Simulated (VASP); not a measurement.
A run of VASP 6.6.1 is set up as follows.

File INCAR:

```
SYSTEM = CsI
  PREC = Accurate
  ENCUT = 400
  EDIFF = 1E-8
  ISMEAR = -1
  SIGMA = 0.01
  LREAL = .False.
  LASPH = .True.
  NELM = 120
  ALGO = Normal
  ISIF = 2
  LWAVE = .False.
  LCHARG = .False.
  LEFG = .True.
  NBANDS = 15
  GGA_COMPAT = .False.
```

File KPOINTS:

```
Automatic mesh
0
Gamma
  7 7 7
  0 0 0
```

POSCAR

```
CsI
1.0
    4.5210330000      0.0000000000      0.0000000000
    0.0000000000      4.5210330000      0.0000000000
    0.0000000000      0.0000000000      4.5667000000
Cs I
1 1
Direct
    0.0000000000      0.0000000000      0.0000000000
    0.5000000000      0.5000000000      0.5000000000
```

Potentials or basis: VASP PAW LDA potentials, release 64 (Cs_sv, I).

Run with:

```sh
$ cat potpaw_LDA.64/Cs_sv/POTCAR potpaw_LDA.64/I/POTCAR > POTCAR
$ mpirun -np 1 vasp_std > vasp.out
```

(1) Estimate the pressure.

(2) Predict the band gap on the k mesh.

## Answers

(1) -1.2 GPa.

(2) 3.61 eV, indirect (least direct gap 3.67 eV).

Caveat: the cell differs from its parent crystal (equal xx and yy strain of -1 %); without QUAD_EFG the Cq values of the log hold for a quadrupole moment of 1 mb, not for the nuclei; spin-orbit coupling is left out, which moves the levels of the heavy elements.
